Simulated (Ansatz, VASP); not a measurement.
InAs: VASP beside Ansatz

```
In As
1.0
     0.00000    3.02400    3.02400
     3.02400    0.00000    3.02400
     3.02400    3.02400    0.00000
In As
1 1
Direct
  0.00000 0.00000 0.00000
  0.75000 0.75000 0.75000
```

Alike in both runs: task single point; functional PBEsol; k mesh 6 × 6 × 6; occupations gaussian, width 0.1 eV; no spin polarisation.

```csv
,VASP,Ansatz
version,VASP 6.6.1,Ansatz 0.2.0
potentials or method,"VASP PAW PBE potentials, release 64 (In_d, As), cutoff 500 eV","scalar-relativistic, plane waves, PAW"
valence electrons in the cell,18,28
```

Ansatz gave:

* gap on the k mesh at the Fermi level (eV): none
* pressure (GPa): 1.2

Problem. What did VASP give for the same quantities?

Solution. gap on the k mesh at the Fermi level (eV): none; pressure (GPa): 1.3.

VASP's potentials were made for PBE, not for PBEsol, and Ansatz warns of the same on its side. A gap of «none» marks a metal or a gap that the smearing closes. With one functional, cell and mesh, what is left measures potentials, basis and numerics. VASP's potentials hold 18 valence electrons a cell and Ansatz's 28, so a difference there can come from the potentials and not from the codes.
